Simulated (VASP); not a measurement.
Si3C2, 10 atoms in the cell. The structure is hexagonal, space group P-6m2 (No. 187). Conventional cell: a = 2.724 Å, b = 2.724 Å, c = 22.159 Å, α = 90.00°, β = 90.00°, γ = 120.00°. Within 3.6 Å of Si (site symmetry 3m) lie 3 C at 2.72 Å and 9 Si at 2.72 Å. Si (site symmetry 3m) has 6 C at 2.72 Å and 6 Si at 2.72 Å within 3.6 Å. Within 3.6 Å of Si (site symmetry 3m) lie 3 C at 2.72 Å and 9 Si at 2.72 Å. Within 3.6 Å of C (site symmetry 3m) lie 6 Si at 2.72 Å and 6 C at 2.72 Å. Within 3.6 Å of C (site symmetry -6m2) lie 6 Si at 2.72 Å and 6 C at 2.72 Å. C (site symmetry -6m2) has 6 Si at 2.72 Å and 6 C at 2.72 Å within 3.6 Å. 

| Property | Result |
| --- | --- |
| Program | VASP 6.6.1 |
| Task | relaxation of cell and atoms |
| Functional | PBE |
| Potentials or basis | VASP PAW PBE potentials, release 64 (Si, C) |
| Cutoff | 600 eV |
| k mesh | 6 × 6 × 1 |
| Occupations | gaussian, width 0.1 eV |
| Spin | no spin polarisation |
| Dipole correction | no |
| Further INCAR settings | ALGO = Normal; EDIFF = 1e-06; IBRION = 2; EDIFFG = -0.04; NSW = 90; ISIF = 3 |

Potentials or basis: VASP PAW PBE potentials, release 64 (Si, C).

Run with:

```bash
$ cat potpaw_PBE.64/Si/POTCAR potpaw_PBE.64/C/POTCAR > POTCAR
$ mpirun -np 1 vasp_std > vasp.out
```

Hardware: 1 thread of Intel(R) Xeon(R) 6975P-C (Granite Rapids), on a shared host.

Task: Estimate the wall time of this run.

Result: Wall time 10 min on 1 thread of Intel(R) Xeon(R) 6975P-C (Granite Rapids), with other jobs on the host, peak memory 0.33 GiB. Counts: scf iterations 448, k points 7, ion steps 30.
